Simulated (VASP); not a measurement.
Here is a VASP 6.6.1 calculation.

Contents of INCAR:

```
ALGO     = Normal         # electronic algorithm
EDIFF    = 1E-7           # SCF threshold, eV
ENCUT    = 520            # plane-wave cutoff, eV
ISIF     = 2              # what is computed and relaxed
ISMEAR   = -1             # smearing method
LASPH    = True           # aspherical terms in the spheres
LCHARG   = True           # write CHGCAR
LELF     = True           # ELF
LREAL    = False          # projectors in reciprocal space
LVHAR    = True         
LWAVE    = False          # write WAVECAR
NBANDS   = 9              # bands
NELM     = 60             # most SCF steps
PREC     = Accurate       # precision mode
SIGMA    = 0.08           # smearing width, eV
```

KPOINTS

```
k-points
0
Gamma
  13 13 13
```

POSCAR

```
Se
1.0
    2.5271410611      0.0000000000      0.0000000000
    0.0000000000      2.5271410611      0.0000000000
    0.0000000000      0.0000000000      2.5271410611
Se
1
Direct
    0.0000000000      0.0000000000      0.0000000000
```

Potentials or basis: VASP PAW LDA potentials, release 64 (Se).

Launch:

```bash
$ cat potpaw_LDA.64/Se/POTCAR > POTCAR
$ mpirun -np 1 vasp_std > vasp.out
```

(1) Estimate the band gap on the k mesh.

(2) Estimate the pressure.

## Answers

(1) zero (band 3 reaches 13.94 eV, above the bottom of band 4 at 5.05 eV).

(2) 44.0 GPa.
